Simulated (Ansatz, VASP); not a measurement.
# Two plane-wave programs on Hg

```
Hg
1.0
     0.00000    2.36231    2.36231
     2.36231    0.00000    2.36231
     2.36231    2.36231    0.00000
Hg
1
Direct
  0.00000 0.00000 0.00000
```

Alike in both runs: task single point; functional PBE; dispersion D3(BJ); k mesh 16 × 16 × 16; occupations gaussian, width 0.1 eV; no spin polarisation.

|  | VASP | Ansatz |
| --- | --- | --- |
| version | VASP 6.6.1 | Ansatz 0.2.0 |
| potentials or method | VASP PAW PBE potentials, release 64 (Hg), cutoff 520 eV | scalar-relativistic, plane waves, PAW |
| valence electrons in the cell | 12 | 20 |

Ansatz gave:

| Property | Result |
| --- | --- |
| gap on the k mesh at the Fermi level (eV) | none |
| pressure (GPa) | -0.9 |

Q: Estimate VASP's values.

A: gap on the k mesh at the Fermi level (eV): none; pressure (GPa): -0.7.

A gap of «none» marks a metal or a gap that the smearing closes. VASP's potentials hold 12 valence electrons a cell and Ansatz's 20, so a difference there can come from the potentials and not from the codes.

Neither program's run includes spin-orbit coupling.
